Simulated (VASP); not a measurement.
Input of a VASP 6.6.1 run:

Contents of POSCAR:

```
WS
1.0
   -1.7558188209      1.7558188209      2.4099479250
    1.7558188209     -1.7558188209      2.4099479250
    1.7558188209      1.7558188209     -2.4099479250
W S
1 1
Direct
    0.5000000000      0.5000000000      0.0000000000
    0.0000000000      0.0000000000      0.0000000000
```

INCAR.step1

```
SYSTEM = WS
  ALGO = Normal
  EDIFF = 1E-5
  ENCUT = 520
  GGA = PE
  ISIF = 2
  ISMEAR = -1
  LASPH = .True.
  LCHARG = .False.
  LREAL = .False.
  LWAVE = .True.
  NBANDS = 17
  NELM = 100
  PREC = Accurate
  SIGMA = 0.05
```

The input INCAR.step2:

```
SYSTEM = WS
  AEXX = 0.25
  ALGO = Normal
  EDIFF = 1E-6
  ENCUT = 520
  GGA = PE
  ISIF = 2
  ISMEAR = -1
  ISTART = 1
  LASPH = .True.
  LCHARG = .False.
  LHFCALC = .True.
  LREAL = .False.
  LWAVE = .False.
  NBANDS = 17
  NELM = 100
  PREC = Accurate
  PRECFOCK = Normal
  SIGMA = 0.05
```

File KPOINTS:

```
k-points
0
Gamma
  5 5 5
  0 0 0
```

Potentials or basis: VASP PAW PBE potentials, release 64 (W_sv, S).

Command:

```sh
$ cat potpaw_PBE.64/W_sv/POTCAR potpaw_PBE.64/S/POTCAR > POTCAR
$ cp INCAR.step1 INCAR
$ mpirun -np 1 vasp_std > vasp.out
$ cp INCAR.step2 INCAR
$ mpirun -np 1 vasp_std > vasp.out
```

Question: What does it give for the band gap on the k mesh?

Answer: Zero (bands 10 and 11 overlap by 4.75 eV).

Question: Estimate the pressure.

Answer: -0.9 GPa.

Stress tensor (GPa, compression positive):
```
-3.72  0.00  0.00
 0.00 -3.72  0.00
 0.00  0.00  4.60
```

Caveat: the k points lie up to 0.44 Å⁻¹ apart, too coarse for converged energies and pressures of a metal; the PAW data sets were made with another functional, which shifts forces and pressure a little; spin-orbit coupling is left out, which moves the levels of the heavy elements.
